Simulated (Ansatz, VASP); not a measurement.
# Two plane-wave programs on Sn3Se2S

```
Sn Se S
1.0
     4.23547    0.00000    0.00000
    -2.11774    3.66803    0.00000
     0.00000    0.00000   10.34156
Sn Se S
3 2 1
Cartesian
  0.0000 0.0000 0.0000
  0.0000 2.4454 6.8035
  2.1177 1.2227 3.5381
  2.1177 1.2227 8.5700
  0.0000 2.4454 1.7716
  0.0000 0.0000 5.1708
```

Alike in both runs: functional PBE; k mesh 6 × 6 × 2; occupations gaussian, width 0.1 eV; no spin polarisation.

Ansatz relaxed the structure, and its values are those at the end. VASP's run is a single point on that final structure, the one shown.

|  | VASP | Ansatz |
| --- | --- | --- |
| version | VASP 6.6.1 | Ansatz 0.2.0 |
| potentials or method | VASP PAW PBE potentials, release 64 (Sn_d, Se, S), cutoff 520 eV | scalar-relativistic, plane waves, PAW |
| valence electrons in the cell | 60 | 80 |

Ansatz gave:

- gap on the k mesh at the Fermi level (eV): 0.50
- least direct gap on the mesh (eV): 0.51
- pressure (GPa): -0.1
- rms of the force components (eV/Å): 0.004

Task: Which values does VASP return?

Result: gap on the k mesh at the Fermi level (eV): 0.50; least direct gap on the mesh (eV): 0.51; pressure (GPa): -0.2; rms of the force components (eV/Å): 0.005.

VASP's potentials hold 60 valence electrons a cell and Ansatz's 80, so a difference there can come from the potentials and not from the codes.
